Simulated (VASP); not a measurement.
## PbSe: single point with PBEsol

PbSe:

```xyz
2
Lattice="3.7071 0.0000 0.0000 0.0000 3.7071 0.0000 0.0000 0.0000 3.7071" Properties=species:S:1:pos:R:3 pbc="T T T"
Pb    0.0000    0.0000    0.0000
Se    1.8535    1.8535    1.8535
```

| Item | Value |
| --- | --- |
| Program | VASP 6.6.1 |
| Task | single point |
| Functional | PBEsol |
| Potentials or basis | VASP PAW PBE potentials, release 64 (Pb_d, Se) |
| Cutoff | 500 eV |
| k mesh | 6 × 6 × 6 |
| Occupations | fermi-dirac, width 0.05 eV |
| Spin | no spin polarisation |
| Dipole correction | no |
| Further INCAR settings | ALGO = Normal; EDIFF = 1e-06; NBANDS = 17 |

The pressure is -0.2 GPa. The band gap on the k mesh is zero (band 10 reaches 6.05 eV, above the bottom of band 11 at 5.04 eV).

Levels at points of the mesh, in eV from the Fermi level:
```tsv
k point	band 8	band 9	band 10	band 11	band 12	band 13
(0.00, 0.00, 0.00)	-1.62	-1.62	-1.62	5.02	5.02	6.53
(0.50, 0.00, 0.00)	-0.27	-0.27	-0.09	0.14	3.52	3.52
(0.50, 0.50, 0.00)	-4.70	-4.70	0.00	4.36	4.36	5.33
(0.50, 0.50, 0.50)	-2.53	-2.53	-2.53	-0.78	-0.78	-0.78
```

It took 13 s on 1 thread of Intel(R) Xeon(R) Platinum 8488C (Sapphire Rapids), with other jobs on the host, peak memory 0.16 GiB.

Caveat: the PAW data sets were made with another functional, which shifts forces and pressure a little; spin-orbit coupling is left out, which moves the levels of the heavy elements.
